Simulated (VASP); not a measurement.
**Hf: single point with LDA**

The system is Hf.

```xyz
2
Lattice="2.9716 0.0000 0.0000 -1.4858 2.5735 0.0000 0.0000 0.0000 4.7674" Properties=species:S:1:pos:R:3 pbc="T T T"
Hf    0.0000    1.7157    1.1919
Hf    1.4858    0.8578    3.5756
```

* Program: VASP 6.6.1
* Task: single point
* Functional: LDA
* Potentials or basis: VASP PAW LDA potentials, release 64 (Hf_pv)
* Cutoff: 520 eV
* k mesh: 16 × 16 × 10
* Occupations: gaussian, width 0.1 eV
* Spin: no spin polarisation

```
Pressure               : 20.2 GPa
Band gap on the k mesh : zero (band 10 reaches 7.63 eV, above the bottom of band 11 at 5.96 eV)
```

Levels at points of the mesh, in eV from the Fermi level:
| k point | band 7 | band 8 | band 9 | band 10 | band 11 | band 12 | band 13 | band 14 |
| --- | --- | --- | --- | --- | --- | --- | --- | --- |
| (0.00, 0.00, 0.00) | -7.97 | -4.44 | 1.13 | 1.13 | 1.30 | 1.61 | 2.15 | 2.15 |
| (0.50, 0.00, 0.00) | -3.70 | -3.65 | -3.00 | -0.14 | 0.71 | 1.06 | 1.98 | 7.37 |
| (0.00, 0.00, 0.50) | -5.64 | -5.64 | 0.00 | 0.00 | 1.03 | 1.03 | 1.03 | 1.03 |
| (0.50, 0.00, 0.50) | -4.15 | -4.15 | -1.54 | -1.54 | 2.19 | 2.19 | 3.10 | 3.10 |

It took 43 s on 1 thread of Intel(R) Xeon(R) Platinum 8488C (Sapphire Rapids), with other jobs on the host, peak memory 0.21 GiB.

Caveat: spin-orbit coupling is left out, which moves the levels of the heavy elements.
